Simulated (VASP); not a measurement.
A run of VASP 6.6.1 is set up as follows.

File POSCAR:

```
Rh
1.0
    2.7309790422      0.0000000000      0.0000000000
   -1.3654895211      2.3650972278      0.0000000000
    0.0000000000      0.0000000000      4.4284890000
Rh
2
Direct
    0.6666666700      0.3333333300      0.7500000000
    0.3333333300      0.6666666700      0.2500000000
```

Contents of INCAR.step1:

```
  PREC = Accurate
  ENCUT = 520
  ISMEAR = 0
  SIGMA = 0.1
  LREAL = False
  LASPH = True
  NELM = 80
  NBANDS = 22
  GGA = PE
  ALGO = Normal
  EDIFF = 1E-4
  LWAVE = True
  LCHARG = False
```

Contents of INCAR.step2:

```
  PREC = Accurate
  ENCUT = 520
  EDIFF = 1E-6
  ISMEAR = 0
  SIGMA = 0.1
  LREAL = False
  LASPH = True
  NELM = 80
  ALGO = Normal
  ISIF = 2
  LWAVE = False
  LCHARG = False
  METAGGA = R2SCAN
  LMIXTAU = True
  NBANDS = 22
  ISTART = 1
```

Contents of KPOINTS:

```
regular mesh
0
Gamma
  6 6 4
```

Potentials or basis: VASP PAW PBE potentials, release 64 (Rh_pv).

Run with:

```console
$ cat potpaw_PBE.64/Rh_pv/POTCAR > POTCAR
$ cp INCAR.step1 INCAR
$ mpirun -np 1 vasp_std > vasp.out
$ cp INCAR.step2 INCAR
$ mpirun -np 1 vasp_std > vasp.out
```

**Question.** What does it give for the pressure?

**Answer.** -8.6 GPa.

**Question.** Estimate the band gap on the k mesh.

**Answer.** Zero (band 15 reaches 11.73 eV, above the bottom of band 16 at 9.39 eV).

Stress tensor (GPa, compression positive):
```
 -6.73   0.00   0.00
  0.00  -6.73   0.00
  0.00   0.00 -12.36
```

Caveat: the k points lie up to 0.44 Å⁻¹ apart; the PAW data sets were made with another functional, which shifts forces and pressure a little.
